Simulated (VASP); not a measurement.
A run of VASP 6.6.1 is set up as follows.

The input INCAR:

```
ALGO = Normal
EDIFF = 1E-7
ENCUT = 520
GGA = PS
ISIF = 2
ISMEAR = 0
LASPH = T
LCHARG = F
LREAL = F
LWAVE = F
NBANDS = 16
NELM = 100
PREC = Accurate
SIGMA = 0.1
```

KPOINTS

```
k-points
0
Gamma
  6 6 6
```

The input POSCAR:

```
ZrB2
1.0
    3.1675246600      0.0000000000      0.0000000000
   -1.5837623300      2.7431568200      0.0000000000
    0.0000000000      0.0000000000      3.5523880600
Zr B
1 2
Direct
    0.0000000000      0.0000000000      0.0000000000
    0.3333333300      0.6666666700      0.5000000000
    0.6666666700      0.3333333300      0.5000000000
```

Potentials or basis: VASP PAW PBE potentials, release 64 (Zr_sv, B).

Launch:

```bash
$ cat potpaw_PBE.64/Zr_sv/POTCAR potpaw_PBE.64/B/POTCAR > POTCAR
$ mpirun -np 1 vasp_std > vasp.out
```

Question: Estimate the pressure.

Answer: -4.4 GPa.

Question: What does it give for the band gap on the k mesh?

Answer: Zero (bands 9 and 10 overlap by 1.13 eV).

Stress tensor (GPa, compression positive):
```
-2.96  0.00  0.00
 0.00 -2.96  0.00
 0.00  0.00 -7.20
```

Caveat: the k points lie up to 0.38 Å⁻¹ apart, too coarse for converged energies and pressures of a metal; the PAW data sets were made with another functional, which shifts forces and pressure a little.
